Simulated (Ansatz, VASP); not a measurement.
**ZnBi3: VASP beside Ansatz**

INCAR

```
  PREC = Accurate
  ENCUT = 520
  EDIFF = 1E-7
  ISMEAR = -1
  SIGMA = 0.05
  LREAL = False
  LASPH = True
  NELM = 80
  ALGO = Fast
  ISIF = 2
  LWAVE = False
  LCHARG = True
  GGA = PE
  LELF = True
  LVHAR = True
  NBANDS = 36
```

Contents of KPOINTS:

```
Automatic mesh
0
Gamma
  8 8 8
```

Contents of POSCAR:

```
ZnBi3
1.0
   -2.4885737125      2.4885737125      4.5012405079
    2.4885737125     -2.4885737125      4.5012405079
    2.4885737125      2.4885737125     -4.5012405079
Bi Zn
3 1
Direct
    0.5000000000      0.5000000000      0.0000000000
    0.2500000000      0.7500000000      0.5000000000
    0.7500000000      0.2500000000      0.5000000000
    0.0000000000      0.0000000000      0.0000000000
```

input.yaml

```yaml
crystal:
  lattice:
    - [-2.4885737125, 2.4885737125, 4.5012405079]
    - [2.4885737125, -2.4885737125, 4.5012405079]
    - [2.4885737125, 2.4885737125, -4.5012405079]
  atoms:
    - { symbol: Bi, position: [0.5, 0.5, 0.0] }
    - { symbol: Bi, position: [0.25, 0.75, 0.5] }
    - { symbol: Bi, position: [0.75, 0.25, 0.5] }
    - { symbol: Zn, position: [0.0, 0.0, 0.0] }
hamiltonian:
  xc: pbe
  pseudopotentials: { kind: paw }
kpoints:
  mp_grid: { grid: [8, 8, 8] }
scf:
  occupations: { method: fermi_dirac, width: 0.05 }
output:
  forces: true
  stress: true
  eigenvalues: true
```

Alike in both runs: task single point; functional PBE; k mesh 8 × 8 × 8; occupations fermi-dirac, width 0.05 eV; no spin polarisation.

|  | VASP | Ansatz |
| --- | --- | --- |
| version | VASP 6.6.1 | Ansatz 0.2.0 |
| potentials or method | VASP PAW PBE potentials, release 64 (Bi_d, Zn) | Ansatz PAW |
| plane-wave cutoff (eV) | 520 | 420 |
| valence electrons in the cell | 57 | 57 |

```csv
,VASP,Ansatz,Ansatz less VASP
gap on the k mesh at the Fermi level (eV),none,none,-
pressure (GPa),2.3,2.3,+0.05
"traceless stress, the component that is largest in VASP (GPa)",0.45,0.45,-0.006
```

A gap of «none» marks a metal or a gap that the smearing closes. With one functional, cell and mesh, what is left measures potentials, basis and numerics.

Neither program's run includes spin-orbit coupling.
